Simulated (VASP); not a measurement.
# KMgF3 (P4/mmm) in VASP: a series of runs, part 2 of 3

VASP 6.6.1. The steps go on from the part before.

### Step 4. Single point, PBEsol (strain -0.080 along x and y, +0.080 along z)

INCAR

```
SYSTEM = KMgF3
ALGO     = Normal         ! electronic algorithm
EDIFF    = 1E-6           ! SCF threshold, eV
ENCUT    = 520            ! plane-wave cutoff, eV
GGA      = PS             ! functional
ISIF     = 2              ! what is computed and relaxed
ISMEAR   = 0              ! smearing method
LASPH    = .TRUE.         ! aspherical terms in the spheres
LCHARG   = .FALSE.        ! write CHGCAR
LREAL    = .FALSE.        ! projectors in reciprocal space
LWAVE    = .FALSE.        ! write WAVECAR
NBANDS   = 24             ! bands
NELM     = 100            ! most SCF steps
PREC     = Accurate       ! precision mode
SIGMA    = 0.05           ! smearing width, eV
```

KPOINTS

```
k-points
0
G
  6 6 6
  0 0 0
```

POSCAR

```
KMgF3
1.0
    3.6670280000      0.0000000000      0.0000000000
    0.0000000000      3.6670280000      0.0000000000
    0.0000000000      0.0000000000      4.3047720000
K Mg F
1 1 3
Direct
    0.5000000000      0.5000000000      0.5000000000
    0.0000000000      0.0000000000      0.0000000000
    0.5000000000      0.0000000000      0.0000000000
    0.0000000000      0.5000000000      0.0000000000
    0.0000000000      0.0000000000      0.5000000000
```

Potentials or basis: VASP PAW PBE potentials, release 64 (K_sv, Mg, F).

Run with:

```console
cat potpaw_PBE.64/K_sv/POTCAR potpaw_PBE.64/Mg/POTCAR potpaw_PBE.64/F/POTCAR > POTCAR
mpirun -np 1 vasp_std > vasp.out
```

OUTCAR:

```text
SYSTEM = KMgF3
   EDIFF = 1E-6
   ENCUT = 520
   GGA = PS
   ISIF = 2
   ISMEAR = 0
   LASPH = .TRUE.
   LREAL = .FALSE.
   NELM = 100
   PREC = Accurate

 ion  position               nearest neighbor table
   1  0.500  0.500  0.500-   5 2.59   5 2.59   5 2.59   5 2.59   4 2.83   3 2.83   4 2.83   3 2.83
                             4 2.83   3 2.83   4 2.83   3 2.83   2 3.37   2 3.37   2 3.37   2 3.37
   2  0.000  0.000  0.000-   3 1.83   4 1.83   4 1.83   3 1.83   5 2.15   5 2.15   1 3.37   1 3.37
                             1 3.37   1 3.37   1 3.37   1 3.37   1 3.37   1 3.37
   3  0.500  0.000  0.000-   2 1.83   2 1.83   1 2.83   1 2.83   1 2.83   1 2.83
   4  0.000  0.500  0.000-   2 1.83   2 1.83   1 2.83   1 2.83   1 2.83   1 2.83
   5  0.000  0.000  0.500-   2 2.15   2 2.15   1 2.59   1 2.59   1 2.59   1 2.59

  LATTYP: Found a simple tetragonal cell.
 ALAT       =     3.6670280000
 C/A-ratio  =     1.1739130435

  Lattice vectors:

 A1 = (   3.6670280000,   0.0000000000,   0.0000000000)
 A2 = (   0.0000000000,   3.6670280000,   0.0000000000)
 A3 = (   0.0000000000,   0.0000000000,   4.3047720000)

Analysis of symmetry for initial positions (statically):
=====================================================================
 Subroutine PRICEL returns:
 Original cell was already a primitive cell.

 Routine SETGRP: Setting up the symmetry group for a
 simple tetragonal supercell.

 Subroutine GETGRP returns: Found 16 space group operations
 (whereof 16 operations were pure point group operations)
 out of a pool of 16 trial point group operations.

The static configuration has the point symmetry D_4h.

Analysis of symmetry for dynamics (positions and initial velocities):
=====================================================================
 Subroutine PRICEL returns:
 Original cell was already a primitive cell.

 Routine SETGRP: Setting up the symmetry group for a
 simple tetragonal supercell.

 Subroutine GETGRP returns: Found 16 space group operations
 (whereof 16 operations were pure point group operations)
 out of a pool of 16 trial point group operations.

The dynamic configuration has the point symmetry D_4h.

 Subroutine INISYM returns: Found 16 space group operations
 (whereof 16 operations are pure point group operations),
 and found     1 'primitive' translations

----------------------------------------------------------------------------------------

                                     Primitive cell

  volume of cell :      57.8867

  direct lattice vectors                    reciprocal lattice vectors
     3.667028000  0.000000000  0.000000000     0.272700399  0.000000000  0.000000000
     0.000000000  3.667028000  0.000000000     0.000000000  0.272700399  0.000000000
     0.000000000  0.000000000  4.304772000     0.000000000  0.000000000  0.232300340

  length of vectors
     3.667028000  3.667028000  4.304772000     0.272700399  0.272700399  0.232300340

  position of ions in fractional coordinates (direct lattice)
     0.500000000  0.500000000  0.500000000
     0.000000000  0.000000000  0.000000000
     0.500000000  0.000000000  0.000000000
     0.000000000  0.500000000  0.000000000
     0.000000000  0.000000000  0.500000000

  ion indices of the primitive-cell ions
   primitive index   ion index
                 1           1
                 2           2
                 3           3
                 4           4
                 5           5
[... 24 lines left out ...]

 Found     40 irreducible k-points:

 Following reciprocal coordinates:
            Coordinates               Weight
  0.000000  0.000000  0.000000      1.000000
  0.166667  0.000000  0.000000      4.000000
  0.333333  0.000000  0.000000      4.000000
  0.500000  0.000000  0.000000      2.000000
  0.166667  0.166667  0.000000      4.000000
  0.333333  0.166667  0.000000      8.000000
[... 16 lines left out ...]
  0.333333  0.000000  0.333333      8.000000
  0.500000  0.000000  0.333333      4.000000
 [... further k-points ...]
   k-points           NKPTS =     40   k-points in BZ     NKDIM =     40   number of bands    NBANDS=     24
   number of dos      NEDOS =    301   number of ions     NIONS =      5
   total plane-waves  NPLWV =  25088
   dimension x,y,z NGX =    28 NGY =   28 NGZ =   32
   dimension x,y,z NGXF=    56 NGYF=   56 NGZF=   64
   ions per type =               1   1   3
   NGX,Y,Z   is equivalent  to a cutoff of  12.69, 12.69, 12.36 a.u.
   NGXF,Y,Z  is equivalent  to a cutoff of  25.39, 25.39, 24.72 a.u.
 SYSTEM =  KMgF3
   PREC   = accura    normal or accurate (medium, high low for compatibility)
   ISTART =      0    job   : 0-new  1-cont  2-samecut
   ICHARG =      2    charge: 1-file 2-atom 10-const
   ISPIN  =      1    spin polarized calculation?
   LNONCOLLINEAR =      F non collinear calculations
   LSORBIT =      F    spin-orbit coupling
   LASPH  =      T    aspherical Exc in radial PAW
   ENCUT  =  520.0 eV  38.22 Ry    6.18 a.u.   6.82  6.82  8.00*2*pi/ulx,y,z
   NELM   =    100;   NELMIN=  2; NELMDL= -5     # of ELM steps
   EDIFF  = 0.1E-05   stopping-criterion for ELM
   LREAL  =      F    real-space projection
   EDIFFG = 0.1E-04   stopping-criterion for IOM
   NSW    =      0    number of steps for IOM
   IBRION =     -1    ionic relax: 0-MD 1-quasi-New 2-CG
   NFREE  =      0    steps in history (QN), initial steepest desc. (CG)
   ISIF   =      2    stress and relaxation
   ISYM   =      2    0-nonsym 1-usesym 2-fastsym
   POTIM  = 0.5000    time-step for ionic-motion
   TEBEG  =    0.0;   TEEND  =   0.0 temperature during run
   PSTRESS=    0.0 pullay stress
   NELECT =      32.0000    total number of electrons
   NUPDOWN=      -1.0000    fix difference up-down
   EMIN   =  10.00;   EMAX   =-10.00  energy-range for DOS
   EFERMI =   0.00;   METHOD = LEGACY
   ISMEAR =     0;   SIGMA  =   0.05  broadening in eV -4-tet -1-fermi 0-gaus
   EFERMI_NEDOS =   21; number of points for ismear=-14 and -15
   IALGO  =     38    algorithm
   IMIX   =      4    mixing-type and parameters
     AMIX     =   0.40;   BMIX     =  1.00
     AMIX_MAG =   1.60;   BMIX_MAG =  1.00
  volume/ion in A,a.u.               =      11.58        78.13
  Fermi-wavevector in a.u.,A,eV,Ry     =   1.343585  2.539008 24.561534  1.805222
  Thomas-Fermi vector in A             =   2.471648
   LORBIT       =      0    0 simple, 1 ext, 2 COOP (PROOUT), +10 PAW based schemes
   GGA     = PS    functional components
   LHFCALC =     F    Hartree Fock is set to
   AEXX    =    0.0000 exact exchange contribution
   IVDW    =     0    specifies the selected vdW correction
   LEPSILON=     F    determine dielectric tensor
   LRPA    =     F    only Hartree local field effects (RPA)
 non-spin polarized calculation
 Gauss-broadening in eV      SIGMA  =   0.05
  energy-cutoff  :      520.00
  volume of cell :       57.89
 maximum number of plane-waves:      1584
 NGX is ok and might be reduce to    28
   NGX = 13   NGY = 13   NGZ = 17

 number of electron      31.9999976 magnetization

 Free energy of the ion-electron system (eV)
  ---------------------------------------------------
  ext. energy  EPLUGINS =         0.00000000
  ---------------------------------------------------
  free energy    TOTEN  =       -24.70391963 eV

  energy without entropy =      -24.70391963  energy(sigma->0) =      -24.70391963

 E-fermi :  -0.7247     XC(G=0): -10.4006

 val. band max:       -1.0484823422   @ k =   0.5000   0.5000   0.5000
 cond. band min:       6.5133652002   @ k =   0.0000   0.0000   0.0000
 fundamental gap:      7.5618475424
 Fermi energy:        -0.7246643955

 k-point     1 :       0.0000    0.0000    0.0000
  band No.  band energies     occupation
      1     -26.5483      2.00000
      2     -21.7266      2.00000
      3     -20.8633      2.00000
      4     -20.3979      2.00000
      5     -10.2463      2.00000
      6     -10.0451      2.00000
[... 637 lines left out ...]
     23      13.3567      0.00000
     24      14.6268      0.00000

 [... further k-points ...]
[... 5 lines left out ...]
  --------------------------------------------------------------------------------------
  -------------------------------------------------------------------------------------
  Total        6.9272841      6.9272841     -0.7726414      0.0000000     -0.0000000      0.0000000
  in kB      191.7321654    191.7321654    -21.3850340      0.0000000     -0.0000000      0.0000000
  external PRESSURE =     120.6930989 kB  Pullay stress =       0.0000000 kB

 VOLUME and BASIS-vectors are now :
 -----------------------------------------------------------------------------
  energy-cutoff  :      520.00
  volume of cell :       57.89
      direct lattice vectors                 reciprocal lattice vectors
     3.667028000  0.000000000  0.000000000     0.272700399  0.000000000  0.000000000
     0.000000000  3.667028000  0.000000000     0.000000000  0.272700399  0.000000000
     0.000000000  0.000000000  4.304772000     0.000000000  0.000000000  0.232300340

 POSITION                                       TOTAL-FORCE (eV/Angst)
 -----------------------------------------------------------------------------------
      1.83351      1.83351      2.15239         0.000000      0.000000      0.000000
      0.00000      0.00000      0.00000         0.000000      0.000000      0.000000
      1.83351      0.00000      0.00000         0.000000      0.000000      0.000000
      0.00000      1.83351      0.00000         0.000000      0.000000      0.000000
      0.00000      0.00000      2.15239         0.000000      0.000000      0.000000
 -----------------------------------------------------------------------------------
    total drift:                                0.000000      0.000000     -0.000000

  FREE ENERGIE OF THE ION-ELECTRON SYSTEM (eV)
  ---------------------------------------------------
  free  energy   TOTEN  =       -24.7039196268 eV

  energy  without entropy=      -24.7039196268  energy(sigma->0) =      -24.70391963
```

Run time: 20 s. Hardware: 1 thread of AMD EPYC 9R45 (Zen 5), shared host; peak memory 0.16 GiB.

What came out:

* Free energy: -24.7039 eV
* Pressure: 12.1 GPa
* Band gap on the k mesh: 7.56 eV, indirect (least direct gap 7.99 eV)

Stress tensor (GPa, compression positive):
```
19.17  0.00  0.00
 0.00 19.17  0.00
 0.00  0.00 -2.14
```

Levels at points of the mesh, in eV from the valence-band top:
```tsv
k point	band 14	band 15	band 16	band 17	band 18	band 19
(0.00, 0.00, 0.00)	-0.48	-0.43	-0.43	7.56	9.52	10.35
(0.50, 0.00, 0.00)	-1.18	-0.81	-0.67	10.48	11.02	11.53
(0.50, 0.50, 0.00)	-0.68	-0.68	-0.01	11.28	12.15	12.15
(0.00, 0.00, 0.50)	-0.70	-0.67	-0.67	10.05	10.27	10.76
(0.50, 0.00, 0.50)	-1.26	-1.07	-0.40	10.86	11.65	12.62
(0.50, 0.50, 0.50)	-0.23	-0.23	0.00	10.29	10.29	10.51
```

Caveat: the cell differs from its parent crystal (strain -0.080 along x and y, +0.080 along z); the PAW data sets were made with another functional, which shifts forces and pressure a little. A k mesh can miss the band edges.

### Step 5. Single point, PBEsol (strain +0.000 along x and y, -0.080 along z)

INCAR

```
SYSTEM = KMgF3
PREC = Accurate
ENCUT = 520
EDIFF = 1E-7
ISMEAR = 0
SIGMA = 0.05
LREAL = .False.
LASPH = .True.
NELM = 80
ALGO = Normal
ISIF = 2
LWAVE = .False.
LCHARG = .True.
GGA = PS
LELF = .True.
LVHAR = .True.
NBANDS = 24
```

KPOINTS

```
Automatic mesh
0
Gamma
  6 6 6
  0 0 0
```

Changes to POSCAR since step 4:

```diff
@@ -2,5 +2,5 @@
 1.0
-    3.6670280000      0.0000000000      0.0000000000
-    0.0000000000      3.6670280000      0.0000000000
-    0.0000000000      0.0000000000      4.3047720000
+    3.9859000000      0.0000000000      0.0000000000
+    0.0000000000      3.9859000000      0.0000000000
+    0.0000000000      0.0000000000      3.6670280000
 K Mg F
```

Potentials or basis: VASP PAW PBE potentials, release 64 (K_sv, Mg, F).

Run with:

```console
cat potpaw_PBE.64/K_sv/POTCAR potpaw_PBE.64/Mg/POTCAR potpaw_PBE.64/F/POTCAR > POTCAR
mpirun -np 1 vasp_std > vasp.out
```

OUTCAR:

```text
SYSTEM = KMgF3
   PREC = Accurate
   ENCUT = 520
   EDIFF = 1E-7
   ISMEAR = 0
   LREAL = .False.
   LASPH = .True.
   NELM = 80
   ISIF = 2
   GGA = PS

 ion  position               nearest neighbor table
   1  0.500  0.500  0.500-   3 2.71   4 2.71   3 2.71   4 2.71   3 2.71   3 2.71   4 2.71   4 2.71
                             5 2.82   5 2.82   5 2.82   5 2.82   2 3.36   2 3.36   2 3.36   2 3.36
   2  0.000  0.000  0.000-   5 1.83   5 1.83   3 1.99   4 1.99   4 1.99   3 1.99   1 3.36   1 3.36
                             1 3.36   1 3.36   1 3.36   1 3.36   1 3.36   1 3.36
   3  0.500  0.000  0.000-   2 1.99   2 1.99   1 2.71   1 2.71   1 2.71   1 2.71
   4  0.000  0.500  0.000-   2 1.99   2 1.99   1 2.71   1 2.71   1 2.71   1 2.71
   5  0.000  0.000  0.500-   2 1.83   2 1.83   1 2.82   1 2.82   1 2.82   1 2.82

  LATTYP: Found a simple tetragonal cell.
 ALAT       =     3.9859000000
 C/A-ratio  =     0.9200000000

  Lattice vectors:

 A1 = (   3.9859000000,   0.0000000000,   0.0000000000)
 A2 = (   0.0000000000,   3.9859000000,   0.0000000000)
 A3 = (   0.0000000000,   0.0000000000,   3.6670280000)

Analysis of symmetry for initial positions (statically):
=====================================================================
 Subroutine PRICEL returns:
 Original cell was already a primitive cell.

 Routine SETGRP: Setting up the symmetry group for a
 simple tetragonal supercell.

 Subroutine GETGRP returns: Found 16 space group operations
 (whereof 16 operations were pure point group operations)
 out of a pool of 16 trial point group operations.

The static configuration has the point symmetry D_4h.

Analysis of symmetry for dynamics (positions and initial velocities):
=====================================================================
 Subroutine PRICEL returns:
 Original cell was already a primitive cell.

 Routine SETGRP: Setting up the symmetry group for a
 simple tetragonal supercell.

 Subroutine GETGRP returns: Found 16 space group operations
[... 125 lines left out ...]
   EFERMI_NEDOS =   21; number of points for ismear=-14 and -15
   IALGO  =     38    algorithm
   IMIX   =      4    mixing-type and parameters
     AMIX     =   0.40;   BMIX     =  1.00
     AMIX_MAG =   1.60;   BMIX_MAG =  1.00
  volume/ion in A,a.u.               =      11.65        78.63
  Fermi-wavevector in a.u.,A,eV,Ry     =   1.340713  2.533580 24.456626  1.797511
  Thomas-Fermi vector in A             =   2.469004
   LORBIT       =      0    0 simple, 1 ext, 2 COOP (PROOUT), +10 PAW based schemes
   GGA     = PS    functional components
   LHFCALC =     F    Hartree Fock is set to
   AEXX    =    0.0000 exact exchange contribution
   IVDW    =     0    specifies the selected vdW correction
   LEPSILON=     F    determine dielectric tensor
   LRPA    =     F    only Hartree local field effects (RPA)
 non-spin polarized calculation
 Gauss-broadening in eV      SIGMA  =   0.05
  energy-cutoff  :      520.00
  volume of cell :       58.26
 maximum number of plane-waves:      1598
 NGX is ok and might be reduce to    30
   NGX = 15   NGY = 15   NGZ = 13

 number of electron      31.9999964 magnetization

 Free energy of the ion-electron system (eV)
  ---------------------------------------------------
  ext. energy  EPLUGINS =         0.00000000
  ---------------------------------------------------
  free energy    TOTEN  =       -25.01274717 eV

  energy without entropy =      -25.01274717  energy(sigma->0) =      -25.01274717

 E-fermi :  -1.0180     XC(G=0): -10.3803

 val. band max:       -1.2375772083   @ k =   0.5000   0.5000   0.5000
 cond. band min:       6.4857532238   @ k =   0.0000   0.0000   0.0000
 fundamental gap:      7.7233304321
 Fermi energy:        -1.0179607450

 k-point     1 :       0.0000    0.0000    0.0000
  band No.  band energies     occupation
      1     -26.5977      2.00000
      2     -21.6194      2.00000
      3     -20.7455      2.00000
      4     -20.6185      2.00000
      5     -10.2130      2.00000
      6     -10.2130      2.00000
[... 637 lines left out ...]
     23      13.1282      0.00000
     24      14.7626      0.00000

 [... further k-points ...]
[... 5 lines left out ...]
  --------------------------------------------------------------------------------------
  -------------------------------------------------------------------------------------
  Total        1.4485115      1.4485115      6.4088851      0.0000000      0.0000000      0.0000000
  in kB       39.8350618     39.8350618    176.2487496      0.0000000      0.0000000      0.0000000
  external PRESSURE =      85.3062911 kB  Pullay stress =       0.0000000 kB

 VOLUME and BASIS-vectors are now :
 -----------------------------------------------------------------------------
  energy-cutoff  :      520.00
  volume of cell :       58.26
      direct lattice vectors                 reciprocal lattice vectors
     3.985900000  0.000000000  0.000000000     0.250884367  0.000000000  0.000000000
     0.000000000  3.985900000  0.000000000     0.000000000  0.250884367  0.000000000
     0.000000000  0.000000000  3.667028000     0.000000000  0.000000000  0.272700399

 POSITION                                       TOTAL-FORCE (eV/Angst)
 -----------------------------------------------------------------------------------
      1.99295      1.99295      1.83351         0.000000      0.000000      0.000000
      0.00000      0.00000      0.00000         0.000000      0.000000      0.000000
      1.99295      0.00000      0.00000         0.000000      0.000000      0.000000
      0.00000      1.99295      0.00000         0.000000      0.000000      0.000000
      0.00000      0.00000      1.83351         0.000000      0.000000      0.000000
 -----------------------------------------------------------------------------------
    total drift:                                0.000000     -0.000000      0.000000

  FREE ENERGIE OF THE ION-ELECTRON SYSTEM (eV)
  ---------------------------------------------------
  free  energy   TOTEN  =       -25.0127471731 eV

  energy  without entropy=      -25.0127471731  energy(sigma->0) =      -25.01274717
```

OSZICAR:

```text
N       E                     dE             d eps       ncg     rms          rms(c)
DAV:   1     0.219749270526E+03    0.21975E+03   -0.17608E+04  2000   0.129E+03
DAV:   2    -0.155470902708E+02   -0.23530E+03   -0.22718E+03  2424   0.347E+02
DAV:   3    -0.264594742318E+02   -0.10912E+02   -0.10856E+02  2712   0.689E+01
DAV:   4    -0.269242518215E+02   -0.46478E+00   -0.46469E+00  2640   0.901E+00
DAV:   5    -0.269270121710E+02   -0.27603E-02   -0.27603E-02  2528   0.751E-01    0.841E+00
DAV:   6    -0.250437914838E+02    0.18832E+01   -0.56516E+00  2200   0.184E+01    0.454E+00
DAV:   7    -0.250226336750E+02    0.21158E-01   -0.23734E-01  2344   0.307E+00    0.269E+00
DAV:   8    -0.250131931384E+02    0.94405E-02   -0.64092E-02  2416   0.229E+00    0.298E-01
DAV:   9    -0.250126703246E+02    0.52281E-03   -0.13768E-02  2488   0.847E-01    0.151E-01
DAV:  10    -0.250127364979E+02   -0.66173E-04   -0.82767E-04  2304   0.203E-01    0.117E-01
DAV:  11    -0.250127585831E+02   -0.22085E-04   -0.39675E-05  2600   0.538E-02    0.607E-02
DAV:  12    -0.250127465565E+02    0.12027E-04   -0.10518E-04  2304   0.772E-02    0.650E-03
DAV:  13    -0.250127472729E+02   -0.71637E-06   -0.32804E-06  2496   0.123E-02    0.189E-03
DAV:  14    -0.250127471731E+02    0.99797E-07   -0.14659E-07  1984   0.360E-03
   1 F= -.25012747E+02 E0= -.25012747E+02  d E =-.137364E-11
```

Run time: 21 s. Hardware: 1 thread of AMD EPYC 9R45 (Zen 5), shared host; peak memory 0.16 GiB.

Results:

```yaml
Free_energy: -25.0127 eV
Pressure: 8.5 GPa
Band_gap_on_the_k_mesh: 7.72 eV, indirect (least direct gap 8.05 eV)
```

Stress tensor (GPa, compression positive):
```
 3.98  0.00  0.00
 0.00  3.98  0.00
 0.00  0.00 17.62
```

Caveat: the cell differs from its parent crystal (strain +0.000 along x and y, -0.080 along z); the PAW data sets were made with another functional, which shifts forces and pressure a little. A k mesh can miss the band edges.

(Part 2 of 3 ends here.)
